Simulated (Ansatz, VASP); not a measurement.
**One calculation of MgO, two programs**

File INCAR:

```
SYSTEM = MgO
PREC     = Accurate       ! precision mode
ENCUT    = 840            ! plane-wave cutoff, eV
EDIFF    = 1E-6           ! SCF threshold, eV
ISMEAR   = 0              ! smearing method
SIGMA    = 0.01           ! smearing width, eV
LREAL    = .FALSE.        ! projectors in reciprocal space
LASPH    = .TRUE.         ! aspherical terms in the spheres
NELM     = 120            ! most SCF steps
ALGO     = Normal         ! electronic algorithm
ISIF     = 2              ! what is computed and relaxed
LWAVE    = .FALSE.        ! write WAVECAR
LCHARG   = .TRUE.         ! write CHGCAR
GGA      = PE             ! functional
LELF     = .TRUE.         ! ELF
LVHAR    = .TRUE.       
NBANDS   = 15             ! bands
GGA_COMPAT= .FALSE.
```

File KPOINTS:

```
regular mesh
0
G
  8 8 8
  0 0 0
```

POSCAR

```
MgO
1.0
    0.0000000000      2.0727558066      2.0727558066
    2.0727558066      0.0000000000      2.0727558066
    2.0727558066      2.0727558066      0.0000000000
Mg O
1 1
Direct
    0.0000000000      0.0000000000      0.0000000000
    0.5000000000      0.5000000000      0.5000000000
```

Input for Ansatz:

```yaml
crystal:
  lattice:
    - [0.0, 2.072755806598451, 2.072755806598451]
    - [2.072755806598451, 0.0, 2.072755806598451]
    - [2.072755806598451, 2.072755806598451, 0.0]
  atoms:
    - { symbol: Mg, position: [0.0, 0.0, 0.0] }
    - { symbol: O, position: [0.5, 0.5, 0.5] }
basis:
  ecutwfc: 500.0
kpoints:
  mp_grid:
    grid: [8, 8, 8]
hamiltonian:
  xc: pbe
  pseudopotentials:
    kind: paw
scf:
  occupations:
    method: fixed
output:
  stress: true
```

Alike in both runs: task single point; functional PBE; k mesh 8 × 8 × 8; no spin polarisation.

```csv
,VASP,Ansatz
version,VASP 6.6.1,Ansatz 0.2.0
potentials or method,"VASP PAW PBE potentials, release 64 (Mg_sv, O), cutoff 840 eV","plane waves, PAW"
occupations,"gaussian, width 0.01 eV",fixed
valence electrons in the cell,16,16
```

|  | VASP | Ansatz | Ansatz less VASP |
| --- | --- | --- | --- |
| pressure (GPa) | 13.7 | 13.6 | -0.14 |
